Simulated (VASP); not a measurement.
## AlN: single point with PBE

The system is AlN.

```
Al N
1.0
     0.00000   -2.03532   -2.03532
     0.00000    2.03532   -2.03532
     4.07063    0.00000    0.00000
Al N
2 2
Direct
  0.50000 0.50000 0.00001
  0.00000 0.00000 0.49999
  0.50000 0.50000 0.49622
  0.00000 0.00000 0.00378
```

This cell differs from its parent crystal: mode 10 frozen in at +0.000 Å and mode 12 at -0.015 Å (largest displacements).

| Quantity | Value |
| --- | --- |
| Program | VASP 6.6.1 |
| Task | single point |
| Functional | PBE |
| Potentials or basis | VASP PAW PBE potentials, release 64 (Al, N) |
| Cutoff | 600 eV |
| k mesh | 8 × 8 × 6 |
| Occupations | gaussian, width 0.05 eV |
| Spin | no spin polarisation |
| Dipole correction | no |
| Further INCAR settings | ALGO = Normal; EDIFF = 1e-06; NBANDS = 16 |

- Pressure: -0.4 GPa
- Largest force: 0.389 eV/Å
- Band gap on the k mesh: 4.41 eV

Forces on the atoms (eV/Å):
```
Al  -0.002  0.000  0.000
Al   0.002  0.000  0.000
N    0.389  0.000  0.000
N   -0.389  0.000  0.000
```

Levels at points of the mesh, in eV from the valence-band top:
```csv
k point,band 6,band 7,band 8,band 9,band 10,band 11
"(0.00, 0.00, 0.00)",-0.01,0.00,0.00,4.42,5.33,5.38
"(0.50, 0.00, 0.00)",-4.06,-1.09,-1.09,8.22,8.22,10.10
"(0.50, 0.50, 0.00)",-2.75,-2.75,-2.75,4.41,4.41,5.33
"(0.00, 0.00, 0.50)",-1.65,-1.54,-1.54,7.44,7.47,7.49
"(0.50, 0.00, 0.50)",-1.04,-1.04,-1.04,6.00,6.00,10.82
"(0.50, 0.50, 0.50)",-5.54,-3.86,-3.86,7.88,7.88,10.41
```

It took 27 s on 1 thread of Intel Xeon 6975P-C, with other jobs on the host, peak memory 0.17 GiB.

Caveat: the cell differs from its parent crystal (mode 10 frozen in at +0.000 Å and mode 12 at -0.015 Å (largest displacements)). A k mesh can miss the band edges.
